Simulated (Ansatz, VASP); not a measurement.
One calculation of Re, two programs

```
Re
1.0
     2.56772    0.00000    0.00000
    -1.28386    2.22371    0.00000
     0.00000    0.00000    4.10575
Re
2
Direct
  0.33333 0.66667 0.25000
  0.66667 0.33333 0.75000
```

Change from the starting cell: functional pbesol, volume scaled by 0.96, PAW files.

Alike in both runs: task electric field gradients; functional PBEsol; k mesh 18 × 18 × 10; occupations fermi-dirac, width 0.05 eV; no spin polarisation.

|  | VASP | Ansatz |
| --- | --- | --- |
| version | VASP 6.6.1 | Ansatz 0.2.0 |
| potentials or method | VASP PAW PBE potentials, release 64 (Re) | PAW with Ansatz's default frozen-core files, scalar-relativistic |
| plane-wave cutoff (eV) | 520 | 420 |
| valence electrons in the cell | 14 | 30 |

```tsv
	VASP	Ansatz	Ansatz less VASP
pressure (GPa)	139.2	134.6	-4.63
traceless stress, the component that is largest in VASP (GPa)	5.97	5.95	-0.021
size of Vzz on the site where it differs most (V/Å²)	110.4	86.9	-23.52
```

VASP's potentials were made for PBE, not for PBEsol. Both programs put the cell under a high pressure, so it lies far from rest at this level. VASP's potentials hold 14 valence electrons a cell and Ansatz's 30, so a difference there can come from the potentials and not from the codes.

Spin-orbit coupling is off throughout. Noted on VASP's run: the cell as given lies far from equilibrium.
